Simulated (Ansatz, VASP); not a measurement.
# Mo in VASP and in Ansatz

```
CELL_PARAMETERS angstrom
-1.56545 1.56545 1.56545
1.56545 -1.56545 1.56545
1.56545 1.56545 -1.56545
ATOMIC_POSITIONS crystal
Mo 0.00000 0.00000 0.00000
```

Alike in both runs: functional PBEsol; k mesh 15 × 15 × 15; occupations methfessel-paxton of order 1, width 0.1 eV; no spin polarisation.

Ansatz relaxed the structure, and its values are those at the end. VASP's run is a single point on that final structure, the one shown.

|  | VASP | Ansatz |
| --- | --- | --- |
| version | VASP 6.6.1 | Ansatz 0.2.0 |
| potentials or method | VASP PAW PBE potentials, release 64 (Mo_sv), cutoff 520 eV | plane waves, PAW |
| valence electrons in the cell | 14 | 14 |

|  | VASP | Ansatz | Ansatz less VASP |
| --- | --- | --- | --- |
| pressure (GPa) | 0.6 | 0.0 | -0.55 |

VASP's potentials were made for PBE, not for PBEsol. With one functional, cell and mesh, what is left measures potentials, basis and numerics.
